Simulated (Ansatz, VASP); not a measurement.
# BaO: VASP beside Ansatz

```xyz
2
Lattice="0.0000 2.7645 2.7645 2.7645 0.0000 2.7645 2.7645 2.7645 0.0000" Properties=species:S:1:pos:R:3 pbc="T T T"
Ba    0.0000    0.0000    0.0000
O     2.7645    2.7645    2.7645
```

Alike in both runs: functional PBE; dispersion D3(BJ); k mesh 8 × 8 × 8; occupations gaussian, width 0.02 eV; no spin polarisation.

Ansatz relaxed the structure, and its values are those at the end. VASP's run is a single point on that final structure, the one shown.

|  | VASP | Ansatz |
| --- | --- | --- |
| version | VASP 6.6.1 | Ansatz 0.2.0 |
| potentials or method | VASP PAW PBE potentials, release 64 (Ba_sv, O), cutoff 600 eV | scalar-relativistic, plane waves, PAW |
| valence electrons in the cell | 16 | 16 |

Ansatz gave:

```
gap on the k mesh at the Fermi level (eV) : 2.02
least direct gap on the mesh (eV)         : 2.02
pressure (GPa)                            : 0.0
```

Which values does VASP return?

gap on the k mesh at the Fermi level (eV): 1.96; least direct gap on the mesh (eV): 1.96; pressure (GPa): 1.7.

Neither program's run includes spin-orbit coupling.
